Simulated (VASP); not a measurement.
# ZrNb2N4 (Cmmm) in VASP: notebook, part 2 of 2

VASP 6.6.1. The steps go on from the part before.

## Step 3: Relaxation of cell and atoms, PBE

This run uses another cell than the first one, of 12.47 Å³/atom, 1.034 times its volume.

Contents of INCAR:

```
ALGO = Normal
EDIFF = 1E-6
EDIFFG = -0.08
ENCUT = 600
GGA = PE
IBRION = 2
ISIF = 3
ISMEAR = 0
LASPH = True
LCHARG = False
LREAL = False
LWAVE = False
NELM = 60
NSW = 36
PREC = Accurate
SIGMA = 0.15
```

Contents of KPOINTS:

```
k-points
0
Gamma
  3 3 4
```

Contents of POSCAR:

```
ZrNb2N4
1.0
    3.1889470100     -4.4487042000      0.0000000000
    3.1889470100      4.4487042000      0.0000000000
    0.0000000000      0.0000000000      3.0774419200
Zr Nb N
1 2 4
Direct
    0.0000000000      0.0000000000      0.0000000000
    0.5000000000      0.0000000000      0.5000000000
    0.0000000000      0.5000000000      0.5000000000
    0.2334440100      0.2334440100      0.5000000000
    0.7665559900      0.7665559900      0.5000000000
    0.7599650000      0.2400350000      0.0000000000
    0.2400350000      0.7599650000      0.0000000000
```

Potentials or basis: VASP PAW PBE potentials, release 64 (Zr_sv, Nb_sv, N).

Command:

```bash
$ cat potpaw_PBE.64/Zr_sv/POTCAR potpaw_PBE.64/Nb_sv/POTCAR potpaw_PBE.64/N/POTCAR > POTCAR
$ mpirun -np 1 vasp_std > vasp.out
```

Wall time 3.7 min (1 thread of Intel Xeon Platinum 8488C (Sapphire Rapids), shared host); peak memory 0.27 GiB.

The run converged. Its results:

```
Free energy                            : -69.5939 eV
Relaxed volume                         : 12.04 Å³/atom
Relaxed cell                           : a = 5.280 Å, b = 5.280 Å, c = 3.190 Å, α = 90.00°, β = 90.00°, γ = 108.71°
Space group after relaxing (to 0.05 Å) : Cmmm (No. 65)
Energy gained by relaxing              : 72.4 meV/atom
Ionic steps                            : 8
Pressure after relaxing                : 0.0 GPa
Largest force after relaxing           : 0.050 eV/Å
Band gap on the k mesh                 : zero (band 29 reaches 10.60 eV, above the bottom of band 30 at 8.77 eV)
```

Forces on the atoms (eV/Å):
```
Zr   0.000  0.000  0.000
Nb   0.000  0.000  0.000
Nb   0.000  0.000  0.000
N   -0.050  0.000  0.000
N    0.050  0.000  0.000
N    0.000  0.010  0.000
N    0.000 -0.010  0.000
```

Stress tensor (GPa, compression positive):
```
 0.12  0.00  0.00
 0.00 -0.26  0.00
 0.00  0.00  0.19
```

The path:
```csv
step,energy change (eV),largest force (eV/Å),pressure (GPa),volume (Å³)
1,0.0000,1.4653,-2.24,87.32
2,-0.4345,1.0339,0.34,84.99
3,-0.4390,0.9691,0.87,84.71
4,-0.4682,0.4142,-2.92,84.92
5,-0.4979,0.1185,-1.53,84.83
6,-0.5002,0.1059,2.29,83.53
7,-0.5041,0.0905,0.56,84.10
8,-0.5067,0.0496,0.02,84.26
```

Final structure:
```cif
data_structure
_symmetry_space_group_name_H-M 'P 1'
_symmetry_Int_Tables_number 1
_cell_length_a 5.2804
_cell_length_b 5.2804
_cell_length_c 3.1903
_cell_angle_alpha 90.000
_cell_angle_beta 90.000
_cell_angle_gamma 108.705
_cell_volume 84.26
loop_
_atom_site_label
_atom_site_type_symbol
_atom_site_fract_x
_atom_site_fract_y
_atom_site_fract_z
_atom_site_occupancy
Zr1 Zr 0.00000 0.00000 0.00000 1
Nb1 Nb 0.50000 0.00000 0.50000 1
Nb2 Nb 0.00000 0.50000 0.50000 1
N1 N 0.23944 0.23944 0.50000 1
N2 N 0.76056 0.76056 0.50000 1
N3 N 0.74501 0.25499 0.00000 1
N4 N 0.25499 0.74501 0.00000 1
```

Levels at points of the mesh, in eV from the Fermi level:
| k point | band 27 | band 28 | band 29 | band 30 | band 31 | band 32 |
| --- | --- | --- | --- | --- | --- | --- |
| (0.00, 0.00, 0.00) | -1.48 | -1.17 | -1.02 | -0.34 | 0.28 | 0.95 |
| (0.00, 0.00, 0.50) | -2.90 | -2.30 | 0.96 | 1.32 | 1.51 | 1.70 |

Caveat: the k points lie up to 0.49 Å⁻¹ apart in the final cell; the relaxation stopped at a loose force limit of 0.08 eV/Å, so its end isn't a converged minimum.

## Step 4: Single point, PBE

This run uses another cell than the first one, of 12.36 Å³/atom, 1.024 times its volume.

Contents of INCAR:

```
SYSTEM = ZrNb2N4
ALGO     = Normal         ! electronic algorithm
EDIFF    = 1E-6           ! SCF threshold, eV
ENCUT    = 520            ! plane-wave cutoff, eV
GGA      = PE             ! functional
ISIF     = 2              ! what is computed and relaxed
ISMEAR   = 0              ! smearing method
LASPH    = .TRUE.         ! aspherical terms in the spheres
LCHARG   = .FALSE.        ! write CHGCAR
LREAL    = .FALSE.        ! projectors in reciprocal space
LWAVE    = .FALSE.        ! write WAVECAR
NBANDS   = 38             ! bands
NELM     = 60             ! most SCF steps
PREC     = Accurate       ! precision mode
SIGMA    = 0.1            ! smearing width, eV
```

Contents of KPOINTS:

```
k-points
0
G
  8 8 8
  0 0 0
```

Contents of POSCAR:

```
ZrNb2N4
1.0
    2.1110163959     -5.4317641314      0.0000000000
    2.1110163959      5.4317641314      0.0000000000
    0.0000000000      0.0000000000      3.7721873282
Zr Nb N
1 2 4
Direct
    0.0000000000      0.0000000000      0.0000000000
    0.3374820126      0.6625179874      0.5000000000
    0.6625179874      0.3374820126      0.5000000000
    0.1412450422      0.8587549578      0.5000000000
    0.3877200900      0.6122799100      0.0000000000
    0.8587549578      0.1412450422      0.5000000000
    0.6122799100      0.3877200900      0.0000000000
```

Command:

```bash
$ cat potpaw_PBE.64/Zr_sv/POTCAR potpaw_PBE.64/Nb_sv/POTCAR potpaw_PBE.64/N/POTCAR > POTCAR
$ mpirun -np 1 vasp_std > vasp.out
```

It took 6.8 min on 1 thread of Intel Xeon 6975P-C, shared host; peak memory 0.47 GiB.

Results (log left out):

```yaml
Free_energy: -69.3799 eV
Pressure: -0.3 GPa
Largest_force: 0.022 eV/Å
Band_gap_on_the_k_mesh: zero (band 29 reaches 10.51 eV, above the bottom of band 30 at 8.43 eV)
```

Forces on the atoms (eV/Å):
```
Zr   0.000  0.000  0.000
Nb   0.000 -0.006  0.000
Nb   0.000  0.006  0.000
N    0.000 -0.017  0.000
N    0.000  0.022  0.000
N    0.000  0.017  0.000
N    0.000 -0.022  0.000
```

Stress tensor (GPa, compression positive):
```
-0.31  0.00  0.00
 0.00 -0.23  0.00
 0.00  0.00 -0.46
```

Levels at points of the mesh, in eV from the Fermi level:
| k point | band 27 | band 28 | band 29 | band 30 | band 31 | band 32 |
| --- | --- | --- | --- | --- | --- | --- |
| (0.00, 0.00, 0.00) | -1.59 | -1.34 | -1.00 | -0.65 | -0.46 | -0.13 |
| (0.50, 0.00, 0.00) | -2.54 | -2.43 | 0.73 | 1.44 | 1.53 | 1.70 |
| (0.50, 0.50, 0.00) | -1.87 | -1.86 | -1.31 | -1.25 | 0.84 | 0.84 |
| (0.00, 0.00, 0.50) | -2.70 | -1.68 | -1.20 | -0.86 | 0.33 | 1.08 |
| (0.50, 0.00, 0.50) | -1.90 | -1.33 | -1.11 | 1.61 | 1.65 | 1.82 |
| (0.50, 0.50, 0.50) | -3.18 | -2.36 | -1.62 | 1.58 | 1.62 | 2.15 |

## Step 5: Relaxation of cell and atoms, PBE

Contents of INCAR:

```
  ALGO = Normal
  EDIFF = 1E-6
  EDIFFG = -0.01
  ENCUT = 600
  GGA = PE
  IBRION = 2
  ISIF = 3
  ISMEAR = 0
  LASPH = T
  LCHARG = F
  LREAL = F
  LWAVE = F
  NELM = 60
  NSW = 100
  PREC = Accurate
  SIGMA = 0.1
```

Contents of KPOINTS:

```
k-points
0
Gamma
  6 6 10
```

Contents of POSCAR:

```
ZrNb2N4
1.0
    3.0847655716     -4.2894112326      0.0000000000
    3.0847655716      4.2894112326      0.0000000000
    0.0000000000      0.0000000000      3.1909743983
Zr Nb N
1 2 4
Direct
    0.0000000000      0.0000000000      0.0000000000
    0.5000000000      0.0000000000      0.5000000000
    0.0000000000      0.5000000000      0.5000000000
    0.2387622464      0.2387622464      0.5000000000
    0.7612377536      0.7612377536      0.5000000000
    0.7450785901      0.2549214099      0.0000000000
    0.2549214099      0.7450785901      0.0000000000
```

Command:

```bash
$ cat potpaw_PBE.64/Zr_sv/POTCAR potpaw_PBE.64/Nb_sv/POTCAR potpaw_PBE.64/N/POTCAR > POTCAR
$ mpirun -np 1 vasp_std > vasp.out
```

Run time: 16 min. Hardware: 1 thread of AMD EPYC 9R45 (Zen 5), shared host; peak memory 0.37 GiB.

Results (log left out):

| Property | Result |
| --- | --- |
| Free energy | -69.5759 eV |
| Energy gained by relaxing | 0.7 meV/atom |
| Ionic steps | 11 |
| Pressure after relaxing | 0.0 GPa |
| Largest force after relaxing | 0.006 eV/Å |
| Band gap on the k mesh | zero (band 29 reaches 10.54 eV, above the bottom of band 30 at 7.67 eV) |

Forces in eV/Å, atoms in the order of the input:
```
Zr   0.000  0.000  0.000
Nb   0.000  0.000  0.000
Nb   0.000  0.000  0.000
N   -0.006  0.000  0.000
N    0.006  0.000  0.000
N    0.000  0.000  0.000
N    0.000  0.000  0.000
```

Step by step:
| step | energy change (eV) | largest force (eV/Å) | pressure (GPa) | volume (Å³) |
| --- | --- | --- | --- | --- |
| 1 | 0.0000 | 0.1083 | -0.25 | 84.44 |
| 2 | -0.0032 | 0.0603 | 0.74 | 84.22 |
| 3 | -0.0039 | 0.0099 | 0.45 | 84.28 |
| 4 | -0.0046 | 0.0549 | -0.54 | 84.62 |
| 5 | -0.0048 | 0.0380 | -0.22 | 84.51 |
| 6 | -0.0049 | 0.0058 | 0.17 | 84.40 |
| 7 | -0.0050 | 0.0118 | 0.02 | 84.44 |
| 8 | -0.0050 | 0.0140 | 0.00 | 84.45 |
| 9 | -0.0050 | 0.0133 | -0.01 | 84.45 |
| 10 | -0.0050 | 0.0128 | 0.00 | 84.45 |
| 11 | -0.0050 | 0.0058 | 0.03 | 84.45 |

Final structure:
```
CELL_PARAMETERS angstrom
3.10478 -4.28144 0.00000
3.10478 4.28144 0.00000
0.00000 0.00000 3.17644
ATOMIC_POSITIONS crystal
Zr 0.00000 0.00000 0.00000
Nb 0.50000 0.00000 0.50000
Nb 0.00000 0.50000 0.50000
N 0.23891 0.23891 0.50000
N 0.76109 0.76109 0.50000
N 0.74561 0.25439 0.00000
N 0.25439 0.74561 0.00000
```

Levels at points of the mesh, in eV from the Fermi level:
| k point | band 27 | band 28 | band 29 | band 30 | band 31 | band 32 |
| --- | --- | --- | --- | --- | --- | --- |
| (0.00, 0.00, 0.00) | -1.34 | -1.08 | -0.98 | -0.15 | 0.36 | 1.11 |
| (0.50, 0.00, 0.00) | -1.83 | -1.12 | -0.48 | -0.38 | 0.88 | 1.45 |
| (0.50, 0.50, 0.00) | -2.40 | -2.25 | -2.22 | 0.71 | 1.28 | 1.81 |
| (0.00, 0.00, 0.50) | -2.73 | -2.28 | 1.06 | 1.54 | 1.78 | 1.82 |
| (0.50, 0.00, 0.50) | -2.50 | -1.41 | 0.27 | 0.40 | 1.15 | 1.21 |
| (0.50, 0.50, 0.50) | -1.94 | -1.93 | -1.83 | -1.81 | 1.80 | 2.36 |

## Step 6: The runs side by side

```tsv
task	cell	k mesh	cutoff (eV)	smearing	gap on the mesh (eV)	pressure (GPa)	relaxed volume (Å³/atom)	largest force (eV/Å)
single point	a = 5.283, b = 5.283, c = 3.191 Å, angles 90.0, 90.0, 108.6°, 7 atoms	3 × 3 × 4	520	gaussian 0.15 eV	none	-0.2	-	0.03
relaxation of cell and atoms	relaxed from a = 5.474, b = 5.474, c = 3.077 Å, angles 90.0, 90.0, 108.7°, 7 atoms	3 × 3 × 4	600	gaussian 0.15 eV	none	0.0	12.04	0.05
single point	a = 5.828, b = 5.828, c = 3.772 Å, angles 90.0, 90.0, 137.5°, 7 atoms	8 × 8 × 8	520	gaussian 0.1 eV	none	-0.3	-	0.02
relaxation of cell and atoms	relaxed from a = 5.283, b = 5.283, c = 3.191 Å, angles 90.0, 90.0, 108.6°, 7 atoms	6 × 6 × 10	600	gaussian 0.1 eV	none	0.0	12.06	0.01
```

Alike in all rows: level PBE; potentials or basis VASP PAW PBE potentials, release 64 (Zr_sv, Nb_sv, N); no spin polarisation.

Caveats: some runs use coarse meshes; the relaxation stopped at a loose force limit of 0.08 eV/Å, so its end isn't a converged minimum (some runs).

Absolute energies hang on the potentials; compare differences alone.
